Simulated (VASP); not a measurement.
WS2, 6 atoms in the cell. The cell holds a slab with vacuum, 6 atoms: a = 3.160 Å, b = 3.160 Å, c = 23.804 Å, α = 90.00°, β = 90.00°, γ = 120.00°. 

- Program: VASP 6.6.1
- Task: single point
- Functional: PBE
- Dispersion: D3(BJ)
- Potentials or basis: VASP PAW PBE potentials, release 64 (S, W_sv)
- Cutoff: 520 eV
- k mesh: 9 × 9 × 1
- Occupations: gaussian, width 0.05 eV
- Spin: no spin polarisation
- Dipole correction: yes
- Further INCAR settings: ALGO = Normal; EDIFF = 1e-06; NBANDS = 35

Potentials or basis: VASP PAW PBE potentials, release 64 (S, W_sv).

Launch:

```sh
$ cat potpaw_PBE.64/S/POTCAR potpaw_PBE.64/W_sv/POTCAR > POTCAR
$ mpirun -np 1 vasp_std > vasp.out
```

Hardware: 1 thread of Intel(R) Xeon(R) 6975P-C (Granite Rapids) (shared host).

How long does it take, and how much memory?

Wall time 89 s on 1 thread of Intel(R) Xeon(R) 6975P-C (Granite Rapids), on a shared host, peak memory 0.39 GiB. Counts: scf iterations 22, k points 25.
